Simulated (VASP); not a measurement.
Crystal: NaI.

```
Na I
1.0
     0.00000    3.23640    3.23640
     3.23640    0.00000    3.23640
     3.23640    3.23640    0.00000
Na I
1 1
Direct
  0.00000 0.00000 0.00000
  0.50000 0.50000 0.50000
```

Base run:

```yaml
Program: VASP 6.6.1
Functional: PBE
Potentials_or_basis: VASP PAW PBE potentials, release 64 (Na_pv, I)
Cutoff: 520 eV
k_mesh: 7 × 7 × 7
Occupations: fermi-dirac, width 0.01 eV
Spin: no spin polarisation
```

Its results: band gap on the k mesh 3.64 eV; pressure 0.4 GPa.

Task: After a change of settings the same cell gave: band gap on the k mesh 3.51 eV; pressure -0.5 GPa. Which change was it?
A. further incar settings from ALGO = Normal; EDIFF = 1e-08; NBANDS = 14 to ALGO = Normal; EDIFF = 1e-06; NBANDS = 14
B. functional from PBE to r2SCAN
C. functional from PBE to LDA; potentials or basis from VASP PAW PBE potentials, release 64 (Na_pv, I) to VASP PAW LDA potentials, release 64 (Na_pv, I)
D. functional from PBE to PBEsol

Result: D.

PBEsol binds more tightly than PBE, so the same cell stands under less pressure.

Caveats: spin-orbit coupling is left out, which moves the levels of the heavy elements; the PAW data sets were made with another functional, which shifts forces and pressure a little (at least some runs).
